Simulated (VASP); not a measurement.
SmInO:

```
CELL_PARAMETERS angstrom
3.79709 0.00000 0.00000
-1.89855 3.28838 0.00000
0.00000 0.00000 11.30826
ATOMIC_POSITIONS crystal
Sm 0.00000 0.00000 0.10565
Sm 0.00000 0.00000 0.60565
In 0.66667 0.33333 0.33882
In 0.33333 0.66667 0.83882
O 0.66667 0.33333 0.56497
O 0.33333 0.66667 0.06497
```

The cell was generated, and may not be a known phase.

- Program: VASP 6.6.1
- Task: relaxation of cell and atoms
- Functional: PBE
- Potentials or basis: VASP PAW PBE potentials, release 64 (Sm_3, In_d, O), 4f in core
- Cutoff: 600 eV
- k mesh: 12 × 12 × 4
- Occupations: gaussian, width 0.1 eV
- Spin: no spin polarisation

At the start: pressure 0.6 GPa; volume 23.53 Å³/atom.

Problem. How do energy, volume and symmetry change on relaxing?

Solution. Over 14 steps the energy falls by 5.1 meV/atom and the volume is 23.20 Å³/atom (-1.4 %); space group P6_3mc (No. 186, to 0.1 Å) before and after.

The path:
```tsv
step	energy change (eV)	largest force (eV/Å)	pressure (GPa)	volume (Å³)
1	0.0000	0.1078	0.62	141.20
2	-0.0117	0.0546	-0.77	143.07
3	-0.0118	0.0536	-0.64	142.88
4	-0.0209	0.0646	-0.42	141.72
5	-0.0269	0.0780	0.00	139.90
6	-0.0270	0.0784	0.05	139.74
7	-0.0281	0.0558	-0.03	139.73
8	-0.0289	0.0399	-0.13	139.71
9	-0.0295	0.0501	0.16	139.12
10	-0.0295	0.0498	0.15	139.13
11	-0.0301	0.0347	0.09	139.18
12	-0.0306	0.0135	-0.04	139.28
13	-0.0306	0.0154	-0.02	139.27
14	-0.0306	0.0063	0.01	139.20
```

Final structure:
```
Sm In O
1.0
     3.82964    0.00000    0.00000
    -1.91482    3.31656    0.00000
     0.00000    0.00000   10.95948
Sm In O
2 2 2
Direct
  0.00000 0.00000 0.10833
  0.00000 0.00000 0.60833
  0.66667 0.33333 0.34057
  0.33333 0.66667 0.84057
  0.66667 0.33333 0.56055
  0.33333 0.66667 0.06055
```

Caveat: the run has no spin polarisation, though such a crystal can be magnetic.
